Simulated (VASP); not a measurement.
A run of VASP 6.6.1 is set up as follows.

Contents of POSCAR:

```
SiNi
1.0
    2.9864549417      0.0000000000      0.0000000000
    0.0000000000      3.2505563867      0.0000000000
    0.0000000000      0.0000000000      4.6677123167
Si Ni
2 2
Direct
    0.5000000000      0.5000000000      0.8436515727
    0.0000000000      0.0000000000      0.1563484273
    0.5000000000      0.5000000000      0.3432124967
    0.0000000000      0.0000000000      0.6567875033
```

Contents of INCAR.step1:

```
SYSTEM = SiNi
  ALGO = Normal
  EDIFF = 1E-4
  ENCUT = 520
  GGA = PE
  ISMEAR = 0
  LASPH = .TRUE.
  LCHARG = .FALSE.
  LREAL = .FALSE.
  LWAVE = .TRUE.
  NBANDS = 22
  NELM = 80
  PREC = Accurate
  SIGMA = 0.1
```

The input INCAR.step2:

```
SYSTEM = SiNi
  ALGO = Normal
  EDIFF = 1E-6
  ENCUT = 520
  ISIF = 2
  ISMEAR = 0
  ISTART = 1
  LASPH = .TRUE.
  LCHARG = .FALSE.
  LMIXTAU = .TRUE.
  LREAL = .FALSE.
  LWAVE = .FALSE.
  METAGGA = R2SCAN
  NBANDS = 22
  NELM = 80
  PREC = Accurate
  SIGMA = 0.1
```

The input KPOINTS:

```
k-points
0
G
  14 12 10
  0 0 0
```

Potentials or basis: VASP PAW PBE potentials, release 64 (Si, Ni).

Command:

```sh
$ cat potpaw_PBE.64/Si/POTCAR potpaw_PBE.64/Ni/POTCAR > POTCAR
$ cp INCAR.step1 INCAR
$ mpirun -np 1 vasp_std > vasp.out
$ cp INCAR.step2 INCAR
$ mpirun -np 1 vasp_std > vasp.out
```

What does it give for the pressure?

0.1 GPa.

Predict the largest force.

0.009 eV/Å.

Forces in eV/Å, atoms in the order of the input:
```
Si   0.000  0.000 -0.006
Si   0.000  0.000  0.006
Ni   0.000  0.000  0.009
Ni   0.000  0.000 -0.009
```

Caveat: the PAW data sets were made with another functional, which shifts forces and pressure a little. Spin polarisation is off, so any magnetic state and its effect on volume and gap are missing.
